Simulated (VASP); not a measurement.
# K: single point with PBE

K:

```
K
1.0
     0.00000    4.22584    4.22584
     4.22584    0.00000    4.22584
     4.22584    4.22584    0.00000
K
2
Cartesian
  -1.0565 -1.0565 -1.0565
  1.0565 1.0565 1.0565
```

This isn't the form of K at room conditions, which is bcc.

```
Program             : VASP 6.6.1
Task                : single point
Functional          : PBE
Potentials or basis : VASP PAW PBE potentials, release 64 (K_sv)
Cutoff              : 520 eV
k mesh              : 8 × 8 × 8
Occupations         : fermi-dirac, width 0.1 eV
Spin                : no spin polarisation
```

```
Pressure               : 0.9 GPa
Band gap on the k mesh : zero (bands 9 and 10 overlap by 0.76 eV)
```

Levels at points of the mesh, in eV from the Fermi level:
```
           k point  band 5  band 6  band 7  band 8  band 9  band 10  band 11  band 12  band 13  band 14
(0.00, 0.00, 0.00)  -16.26  -16.09  -16.09  -16.09   -2.15     2.66     2.66     2.66     2.74     2.74
(0.50, 0.00, 0.00)  -16.26  -16.09  -16.06  -16.06   -0.60    -0.27     2.14     2.14     2.88     3.18
(0.50, 0.50, 0.00)  -16.18  -16.18  -16.04  -16.04    0.07     0.07     1.47     1.47     2.23     2.23
```

Wall time 91 s on 1 thread of Intel(R) Xeon(R) 6975P-C (Granite Rapids), with other jobs on the host, peak memory 0.32 GiB.
